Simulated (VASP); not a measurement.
Fe, 2 atoms in the cell. The structure is cubic, space group Fm-3m (No. 225). The conventional cell has a = 3.490 Å, b = 3.490 Å, c = 3.490 Å, α = 90.00°, β = 90.00°, γ = 90.00°. Fe (site symmetry m-3m) has 12 Fe at 2.47 Å within 3.3 Å. 

* Program: VASP 6.6.1
* Task: single point
* Functional: PBE
* Potentials or basis: VASP PAW PBE potentials, release 64 (Fe)
* Cutoff: 520 eV
* k mesh: 12 × 12 × 6
* Occupations: gaussian, width 0.05 eV
* Spin: collinear spin, ferromagnetic start
* Starting moments: [0.4, 0.4] μB
* Dipole correction: no
* Further INCAR settings: ALGO = Normal; EDIFF = 1e-07; NBANDS = 19

Potentials or basis: VASP PAW PBE potentials, release 64 (Fe).

Launch:

```bash
$ cat potpaw_PBE.64/Fe/POTCAR > POTCAR
$ mpirun -np 1 vasp_std > vasp.out
```

Hardware: 1 thread of AMD EPYC 9R45 96-Core Processor (Zen 5), on a shared host.

Task: How long does it take, and how much memory?

Result: Wall time 48 s on 1 thread of AMD EPYC 9R45 96-Core Processor (Zen 5) (shared host), peak memory 0.15 GiB. Counts: scf iterations 17, k points 98.
